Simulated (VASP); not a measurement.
# FeGe (P2_13) in VASP: further runs

The runs below take FeGe through single point, with LDA.

Everything below comes from runs of VASP 6.6.1. Logs are shortened: lines on timing, memory, paths and dates and some standing lists are left out, and cuts for length are marked.

## Step 1: The cell of the first run

The structure is cubic, space group P2_13 (No. 198). Conventional cell: a = 4.473 Å, b = 4.473 Å, c = 4.473 Å, α = 90.00°, β = 90.00°, γ = 90.00°. Fe (site symmetry 3) has 7 Ge at 2.30 to 2.52 Å and 6 Fe at 2.74 Å within 3.0 Å. Ge (site symmetry 3) has 7 Fe at 2.30 to 2.52 Å and 6 Ge at 2.78 Å within 3.0 Å.

## Step 2: Single point, LDA

Input file INCAR:

```
PREC = Accurate
ENCUT = 520
EDIFF = 1E-6
ISMEAR = 0
SIGMA = 0.05
LREAL = False
LASPH = True
NELM = 60
ALGO = Normal
ISIF = 2
LWAVE = False
LCHARG = False
GGA = CA
NBANDS = 54
```

Input file KPOINTS:

```
regular mesh
0
Gamma
  8 8 8
```

Input file POSCAR:

```
FeGe
1.0
    4.4727723976      0.0000000000      0.0000000000
    0.0000000000      4.4727723976      0.0000000000
    0.0000000000      0.0000000000      4.4727723976
Fe Ge
4 4
Direct
    0.1365715698      0.1365715698      0.1365715698
    0.6365715698      0.3634284302      0.8634284302
    0.8634284302      0.6365715698      0.3634284302
    0.3634284302      0.8634284302      0.6365715698
    0.8394016525      0.8394016525      0.8394016525
    0.3394016525      0.6605983475      0.1605983475
    0.1605983475      0.3394016525      0.6605983475
    0.6605983475      0.1605983475      0.3394016525
```

Potentials or basis: VASP PAW LDA potentials, release 64 (Fe, Ge_d).

Command:

```sh
$ cat potpaw_LDA.64/Fe/POTCAR potpaw_LDA.64/Ge_d/POTCAR > POTCAR
$ mpirun -np 1 vasp_std > vasp.out
```

OUTCAR:

```text
PREC = Accurate
   ENCUT = 520
   EDIFF = 1E-6
   ISMEAR = 0
   LREAL = False
   LASPH = True
   NELM = 60
   ISIF = 2
   GGA = CA

 ion  position               nearest neighbor table
   1  0.137  0.137  0.137-   5 2.30   6 2.32   7 2.32   8 2.32   6 2.52   7 2.52   8 2.52   3 2.74
                             4 2.74   2 2.74   4 2.74   3 2.74   2 2.74
   2  0.637  0.363  0.863-   6 2.30   5 2.32   7 2.32   8 2.32   7 2.52   8 2.52   5 2.52   1 2.74
                             3 2.74   3 2.74   4 2.74   4 2.74   1 2.74
   3  0.863  0.637  0.363-   7 2.30   6 2.32   5 2.32   8 2.32   8 2.52   5 2.52   6 2.52   1 2.74
                             2 2.74   2 2.74   1 2.74   4 2.74   4 2.74
   4  0.363  0.863  0.637-   8 2.30   6 2.32   7 2.32   5 2.32   6 2.52   7 2.52   5 2.52   1 2.74
                             1 2.74   2 2.74   2 2.74   3 2.74   3 2.74
   5  0.839  0.839  0.839-   1 2.30   2 2.32   3 2.32   4 2.32   2 2.52   3 2.52   4 2.52   6 2.78
                             7 2.78   8 2.78   8 2.78   7 2.78   6 2.78
   6  0.339  0.661  0.161-   2 2.30   1 2.32   3 2.32   4 2.32   3 2.52   4 2.52   1 2.52   8 2.78
                             5 2.78   7 2.78   7 2.78   8 2.78   5 2.78
   7  0.161  0.339  0.661-   3 2.30   2 2.32   1 2.32   4 2.32   4 2.52   1 2.52   2 2.52   8 2.78
                             5 2.78   6 2.78   5 2.78   6 2.78   8 2.78
   8  0.661  0.161  0.339-   4 2.30   2 2.32   3 2.32   1 2.32   2 2.52   3 2.52   1 2.52   7 2.78
                             5 2.78   5 2.78   6 2.78   6 2.78   7 2.78

  LATTYP: Found a simple cubic cell.
 ALAT       =     4.4727723976

  Lattice vectors:

 A1 = (   4.4727723976,   0.0000000000,   0.0000000000)
 A2 = (   0.0000000000,   4.4727723976,   0.0000000000)
 A3 = (   0.0000000000,   0.0000000000,   4.4727723976)

Analysis of symmetry for initial positions (statically):
=====================================================================
 Subroutine PRICEL returns:
 Original cell was already a primitive cell.

 Routine SETGRP: Setting up the symmetry group for a
 simple cubic supercell.

 Subroutine GETGRP returns: Found 12 space group operations
 (whereof  3 operations were pure point group operations)
 out of a pool of 48 trial point group operations.

The static configuration has the point symmetry C_3 .
 The point group associated with its full space group is T   .

Analysis of symmetry for dynamics (positions and initial velocities):
=====================================================================
 Subroutine PRICEL returns:
[... 124 lines left out ...]
   EDIFFG = 0.1E-04   stopping-criterion for IOM
   NSW    =      0    number of steps for IOM
   IBRION =     -1    ionic relax: 0-MD 1-quasi-New 2-CG
   NFREE  =      0    steps in history (QN), initial steepest desc. (CG)
   ISIF   =      2    stress and relaxation
   ISYM   =      2    0-nonsym 1-usesym 2-fastsym
   POTIM  = 0.5000    time-step for ionic-motion
   TEBEG  =    0.0;   TEEND  =   0.0 temperature during run
   PSTRESS=    0.0 pullay stress
   NELECT =      88.0000    total number of electrons
   NUPDOWN=      -1.0000    fix difference up-down
   EMIN   =  10.00;   EMAX   =-10.00  energy-range for DOS
   EFERMI =   0.00;   METHOD = LEGACY
   ISMEAR =     0;   SIGMA  =   0.05  broadening in eV -4-tet -1-fermi 0-gaus
   EFERMI_NEDOS =   21; number of points for ismear=-14 and -15
   IALGO  =     38    algorithm
   IMIX   =      4    mixing-type and parameters
     AMIX     =   0.40;   BMIX     =  1.00
     AMIX_MAG =   1.60;   BMIX_MAG =  1.00
  volume/ion in A,a.u.               =      11.19        75.48
  Fermi-wavevector in a.u.,A,eV,Ry     =   1.628017  3.076506 36.061414  2.650439
  Thomas-Fermi vector in A             =   2.720717
   LORBIT       =      0    0 simple, 1 ext, 2 COOP (PROOUT), +10 PAW based schemes
   GGA     = CA    functional components
   LHFCALC =     F    Hartree Fock is set to
   AEXX    =    0.0000 exact exchange contribution
   IVDW    =     0    specifies the selected vdW correction
   LEPSILON=     F    determine dielectric tensor
   LRPA    =     F    only Hartree local field effects (RPA)
 non-spin polarized calculation
 Gauss-broadening in eV      SIGMA  =   0.05
  energy-cutoff  :      520.00
  volume of cell :       89.48
 maximum number of plane-waves:      2469
 NGX is ok and might be reduce to    36
   NGX = 17   NGY = 17   NGZ = 17

 number of electron      88.0000040 magnetization

 Free energy of the ion-electron system (eV)
  ---------------------------------------------------
  ext. energy  EPLUGINS =         0.00000000
  ---------------------------------------------------
  free energy    TOTEN  =       -59.71486609 eV

  energy without entropy =      -59.71123300  energy(sigma->0) =      -59.71304955

 E-fermi :   9.4178     XC(G=0): -13.9906

 val. band max:        9.3671141832   @ k =   0.2500   0.1250   0.1250
 cond. band min:       9.4699750329   @ k =   0.3750   0.2500   0.0000
 fundamental gap:      0.1028608498
 Fermi energy:         9.4177790913

 k-point     1 :       0.0000    0.0000    0.0000
  band No.  band energies     occupation
      1     -15.3433      2.00000
      2     -15.3433      2.00000
      3     -15.3433      2.00000
      4     -15.2947      2.00000
      5     -15.2947      2.00000
      6     -15.2947      2.00000
[... 1357 lines left out ...]
     53      13.6599      0.00000
     54      14.5403      0.00000

 [... further k-points ...]
[... 5 lines left out ...]
  --------------------------------------------------------------------------------------
  -------------------------------------------------------------------------------------
  Total        6.2063652      6.2063652      6.2063652      0.0000000      0.0000000      0.0000000
  in kB      111.1264691    111.1264691    111.1264691      0.0000000      0.0000000      0.0000000
  external PRESSURE =     111.1264691 kB  Pullay stress =       0.0000000 kB

 VOLUME and BASIS-vectors are now :
 -----------------------------------------------------------------------------
  energy-cutoff  :      520.00
  volume of cell :       89.48
      direct lattice vectors                 reciprocal lattice vectors
     4.472772398  0.000000000  0.000000000     0.223574980  0.000000000  0.000000000
     0.000000000  4.472772398  0.000000000     0.000000000  0.223574980  0.000000000
     0.000000000  0.000000000  4.472772398     0.000000000  0.000000000  0.223574980

 POSITION                                       TOTAL-FORCE (eV/Angst)
 -----------------------------------------------------------------------------------
      0.61085      0.61085      0.61085         0.033400      0.033400      0.033400
      2.84724      1.62553      3.86192         0.033400     -0.033400     -0.033400
      3.86192      2.84724      1.62553        -0.033400      0.033400     -0.033400
      1.62553      3.86192      2.84724        -0.033400     -0.033400      0.033400
      3.75445      3.75445      3.75445         0.006958      0.006958      0.006958
      1.51807      2.95471      0.71832         0.006958     -0.006958     -0.006958
      0.71832      1.51807      2.95471        -0.006958      0.006958     -0.006958
      2.95471      0.71832      1.51807        -0.006958     -0.006958      0.006958
 -----------------------------------------------------------------------------------
    total drift:                                0.000000      0.000000      0.000000

  FREE ENERGIE OF THE ION-ELECTRON SYSTEM (eV)
  ---------------------------------------------------
  free  energy   TOTEN  =       -59.7148660902 eV

  energy  without entropy=      -59.7112330004  energy(sigma->0) =      -59.71304955
```

Wall time 5.8 min (1 thread of AMD EPYC 7R13, shared host); peak memory 0.25 GiB.

Results:

```
Free energy            : -59.7149 eV
Pressure               : 11.1 GPa
Largest force          : 0.058 eV/Å
Band gap on the k mesh : 0.10 eV (least direct gap 0.12 eV)
```

Forces on the atoms (eV/Å):
```
Fe   0.033  0.033  0.033
Fe   0.033 -0.033 -0.033
Fe  -0.033  0.033 -0.033
Fe  -0.033 -0.033  0.033
Ge   0.007  0.007  0.007
Ge   0.007 -0.007 -0.007
Ge  -0.007  0.007 -0.007
Ge  -0.007 -0.007  0.007
```

Levels at points of the mesh, in eV from the valence-band top:
| k point | band 40 | band 41 | band 42 | band 43 | band 44 | band 45 | band 46 | band 47 | band 48 | band 49 |
| --- | --- | --- | --- | --- | --- | --- | --- | --- | --- | --- |
| (0.00, 0.00, 0.00) | -0.23 | -0.23 | -0.23 | -0.06 | -0.06 | 0.55 | 0.55 | 0.55 | 2.70 | 2.70 |
| (0.50, 0.00, 0.00) | -1.18 | -0.37 | -0.37 | -0.02 | -0.02 | 0.16 | 0.16 | 1.73 | 1.73 | 1.93 |
| (0.50, 0.50, 0.00) | -1.18 | -1.01 | -1.01 | -0.33 | -0.33 | 0.60 | 0.60 | 1.12 | 1.12 | 2.45 |
| (0.50, 0.50, 0.50) | -0.69 | -0.57 | -0.57 | -0.57 | -0.57 | 0.37 | 0.37 | 0.37 | 0.37 | 5.35 |

Caveat: the cell stands under pressure. Spin polarisation is off, so any magnetic state and its effect on volume and gap are missing.

## Step 3: Single point, LDA

This run uses another cell than the first one, of 11.42 Å³/atom.

Input file INCAR:

```
SYSTEM = FeGe
PREC = Accurate
ENCUT = 520
EDIFF = 1E-6
ISMEAR = 0
SIGMA = 0.05
LREAL = .False.
LASPH = .True.
NELM = 80
ALGO = Normal
ISIF = 2
LWAVE = .False.
LCHARG = .False.
GGA = CA
NBANDS = 54
```

Input file KPOINTS:

```
Automatic mesh
0
Gamma
  8 8 8
  0 0 0
```

Input file POSCAR:

```
FeGe
1.0
    4.5033926977      0.0000000000      0.0000000000
    0.0000000000      4.5033926977      0.0000000000
    0.0000000000      0.0000000000      4.5033926977
Fe Ge
4 4
Direct
    0.1355038293      0.1355038293      0.1355038293
    0.6355038293      0.3644961707      0.8644961707
    0.8644961707      0.6355038293      0.3644961707
    0.3644961707      0.8644961707      0.6355038293
    0.8389545396      0.8389545396      0.8389545396
    0.3389545396      0.6610454604      0.1610454604
    0.1610454604      0.3389545396      0.6610454604
    0.6610454604      0.1610454604      0.3389545396
```

Potentials or basis: VASP PAW LDA potentials, release 64 (Fe, Ge_d).

Command:

```sh
$ cat potpaw_LDA.64/Fe/POTCAR potpaw_LDA.64/Ge_d/POTCAR > POTCAR
$ mpirun -np 1 vasp_std > vasp.out
```

Wall time 5.9 min (1 thread of AMD EPYC 7R13, shared host); peak memory 0.26 GiB.

The run converged. Its results:

* Free energy: -59.8110 eV
* Pressure: 5.9 GPa
* Largest force: 0.056 eV/Å
* Band gap on the k mesh: 0.11 eV (least direct gap 0.12 eV)

Forces in eV/Å, atoms in the order of the input:
```
Fe   0.033  0.033  0.033
Fe   0.033 -0.033 -0.033
Fe  -0.033  0.033 -0.033
Fe  -0.033 -0.033  0.033
Ge   0.007  0.007  0.007
Ge   0.007 -0.007 -0.007
Ge  -0.007  0.007 -0.007
Ge  -0.007 -0.007  0.007
```

Levels at points of the mesh, in eV from the valence-band top:
```tsv
k point	band 40	band 41	band 42	band 43	band 44	band 45	band 46	band 47	band 48	band 49
(0.00, 0.00, 0.00)	-0.22	-0.22	-0.22	-0.05	-0.05	0.53	0.53	0.53	2.62	2.62
(0.50, 0.00, 0.00)	-1.15	-0.35	-0.35	-0.02	-0.02	0.16	0.16	1.68	1.68	1.87
(0.50, 0.50, 0.00)	-1.14	-0.98	-0.98	-0.32	-0.32	0.58	0.58	1.08	1.08	2.37
(0.50, 0.50, 0.50)	-0.67	-0.55	-0.55	-0.55	-0.55	0.37	0.37	0.37	0.37	5.22
```

Caveat: the cell stands under pressure.

## Step 4: Single point, LDA

This run uses another cell than the first one, of 11.68 Å³/atom.

Input file INCAR:

```
PREC     = Accurate       # precision mode
ENCUT    = 520            # plane-wave cutoff, eV
EDIFF    = 1E-6           # SCF threshold, eV
ISMEAR   = 0              # smearing method
SIGMA    = 0.05           # smearing width, eV
LREAL    = F              # projectors in reciprocal space
LASPH    = T              # aspherical terms in the spheres
NELM     = 60             # most SCF steps
ALGO     = Normal         # electronic algorithm
ISIF     = 2              # what is computed and relaxed
LWAVE    = F              # write WAVECAR
LCHARG   = F              # write CHGCAR
GGA      = CA             # functional
NBANDS   = 54             # bands
```

Input file KPOINTS:

```
Automatic mesh
0
Gamma
  8 8 8
```

Input file POSCAR:

```
FeGe
1.0
    4.5378722102      0.0000000000      0.0000000000
    0.0000000000      4.5378722102      0.0000000000
    0.0000000000      0.0000000000      4.5378722102
Fe Ge
4 4
Direct
    0.1342539467      0.1342539467      0.1342539467
    0.6342539467      0.3657460533      0.8657460533
    0.8657460533      0.6342539467      0.3657460533
    0.3657460533      0.8657460533      0.6342539467
    0.8384311871      0.8384311871      0.8384311871
    0.3384311871      0.6615688129      0.1615688129
    0.1615688129      0.3384311871      0.6615688129
    0.6615688129      0.1615688129      0.3384311871
```

Command:

```sh
$ cat potpaw_LDA.64/Fe/POTCAR potpaw_LDA.64/Ge_d/POTCAR > POTCAR
$ mpirun -np 1 vasp_std > vasp.out
```

It took 6.2 min on 1 thread of AMD EPYC 7R13, shared host; peak memory 0.26 GiB.

The run converged. Its results:

- Free energy: -59.8533 eV
- Pressure: 0.7 GPa
- Largest force: 0.050 eV/Å
- Band gap on the k mesh: 0.11 eV (least direct gap 0.12 eV)

Forces in eV/Å, atoms in the order of the input:
```
Fe   0.029  0.029  0.029
Fe   0.029 -0.029 -0.029
Fe  -0.029  0.029 -0.029
Fe  -0.029 -0.029  0.029
Ge   0.006  0.006  0.006
Ge   0.006 -0.006 -0.006
Ge  -0.006  0.006 -0.006
Ge  -0.006 -0.006  0.006
```

Levels at points of the mesh, in eV from the valence-band top:
```tsv
k point	band 40	band 41	band 42	band 43	band 44	band 45	band 46	band 47	band 48	band 49
(0.00, 0.00, 0.00)	-0.22	-0.22	-0.22	-0.05	-0.05	0.51	0.51	0.51	2.54	2.54
(0.50, 0.00, 0.00)	-1.11	-0.34	-0.34	-0.02	-0.02	0.15	0.15	1.64	1.64	1.80
(0.50, 0.50, 0.00)	-1.10	-0.95	-0.95	-0.31	-0.31	0.57	0.57	1.04	1.04	2.29
(0.50, 0.50, 0.50)	-0.65	-0.53	-0.53	-0.53	-0.53	0.36	0.36	0.36	0.36	5.07
```

A k mesh can miss the band edges. Spin polarisation is off, so any magnetic state and its effect on volume and gap are missing.

## Step 5: The runs side by side

| cell | gap on the mesh (eV) | pressure (GPa) | largest force (eV/Å) |
| --- | --- | --- | --- |
| a = 4.473 Å, 8 atoms, atomic positions A | 0.10 | 11.1 | 0.06 |
| a = 4.503 Å, 8 atoms, atomic positions B | 0.11 | 5.9 | 0.06 |
| a = 4.538 Å, 8 atoms, atomic positions C | 0.11 | 0.7 | 0.05 |

Alike in all rows: task single point; level LDA; potentials or basis VASP PAW LDA potentials, release 64 (Fe, Ge_d); no spin polarisation; k mesh 8 × 8 × 8; cutoff (eV) 520; smearing gaussian 0.05 eV.

Caveats: the cell stands under pressure (at least some runs).

Absolute energies hang on the potentials; compare differences alone.
